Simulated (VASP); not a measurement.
Runs of VASP 6.6.1 on PtS2. The structure is that of space group P4_2/mmc (No. 131), or close to it. The cells are those of the table. 

```tsv
task	spin	cell	k mesh	cutoff (eV)	gap on the mesh (eV)	pressure (GPa)	moment (μB)	largest force (eV/Å)
single point	collinear, ferromagnetic start	a = 3.882, b = 3.882, c = 8.765 Å, 6 atoms	4 × 4 × 2	520	none	32.5	0.01	8.63
single point	off	a = 3.744, b = 3.744, c = 9.681 Å, 6 atoms	4 × 4 × 2	520	none	-0.2	-	0.08
single point	off	a = 3.737, b = 3.737, c = 9.701 Å, 6 atoms	10 × 10 × 4	520	none	-0.3	-	(a)
relaxation of cell and atoms	off	relaxed from a = 3.882, b = 3.882, c = 8.765 Å, 6 atoms	4 × 4 × 2	600	none	0.1	-	0.03
single point	off	a = 3.882, b = 3.882, c = 8.765 Å, 6 atoms	4 × 4 × 2	520	none	32.5	-	8.63
single point	collinear, ferromagnetic start	a = 3.744, b = 3.744, c = 9.681 Å, 6 atoms	4 × 4 × 2	520	none	-0.2	0.00	0.08
```

Alike in all rows: level PBE; potentials or basis VASP PAW PBE potentials, release 64 (Pt, S); smearing gaussian 0.1 eV.

Task: Estimate the missing entries.

Result: (a) 0.10.

Caveats: some runs use coarse meshes; spin-orbit coupling is left out, which moves the levels of the heavy elements; forces of over 1 eV/Å act on the atoms, so gaps and moduli don't describe the material at rest (some runs).

A k mesh can miss the band edges, and the runs leave out spin-orbit coupling on Pt.

A gap of «none» marks levels without a gap at the run's occupations.
